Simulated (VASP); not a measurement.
Set up this calculation in VASP 6.6.1, as the native input.

* Task: single point
* Functional: r2SCAN
* Potentials or basis: VASP PAW PBE potentials, release 64 (Si)
* Cutoff: 550 eV
* k mesh: 9 × 9 × 14
* Occupations: fermi-dirac, width 0.1 eV
* Spin: no spin polarisation
* Dipole correction: no
* Further INCAR settings: ALGO = Normal; EDIFF = 1e-06; NBANDS = 13

Crystal: Si.

```
Si
1.0
     4.43113    0.00000    0.00000
    -2.21557    3.83747    0.00000
     0.00000    0.00000    2.54025
Si
3
Direct
  0.00000 0.00000 0.00000
  0.33333 0.66667 0.50000
  0.66667 0.33333 0.50000
```

This isn't the form of Si at room conditions, which is diamond.

The input as run:

POSCAR

```
Si
1.0
    4.4311310577      0.0000000000      0.0000000000
   -2.2155655289      3.8374720635      0.0000000000
    0.0000000000      0.0000000000      2.5402530743
Si
3
Direct
    0.0000000000      0.0000000000      0.0000000000
    0.3333333333      0.6666666667      0.5000000000
    0.6666666667      0.3333333333      0.5000000000
```

INCAR.step1

```
PREC = Accurate
ENCUT = 550
ISMEAR = -1
SIGMA = 0.1
LREAL = False
LASPH = True
NELM = 120
NBANDS = 13
GGA = PE
ALGO = Normal
EDIFF = 1E-5
LWAVE = True
LCHARG = False
GGA_COMPAT = False
```

INCAR.step2

```
PREC = Accurate
ENCUT = 550
EDIFF = 1E-6
ISMEAR = -1
SIGMA = 0.1
LREAL = False
LASPH = True
NELM = 120
ALGO = Normal
ISIF = 2
LWAVE = False
LCHARG = False
METAGGA = R2SCAN
LMIXTAU = True
NBANDS = 13
ISTART = 1
GGA_COMPAT = False
```

KPOINTS

```
regular mesh
0
Gamma
  9 9 14
```

Potentials or basis: VASP PAW PBE potentials, release 64 (Si).

Command:

```sh
$ cat potpaw_PBE.64/Si/POTCAR > POTCAR
$ cp INCAR.step1 INCAR
$ mpirun -np 1 vasp_std > vasp.out
$ cp INCAR.step2 INCAR
$ mpirun -np 1 vasp_std > vasp.out
```

It gave:

* Pressure: -0.1 GPa
* Band gap on the k mesh: zero (bands 6 and 7 overlap by 7.71 eV)

Caveat: the PAW data sets were made with another functional, which shifts forces and pressure a little.

Run time: 2.4 min on 1 thread of Intel Xeon 8259CL (shared host), peak memory 0.19 GiB.
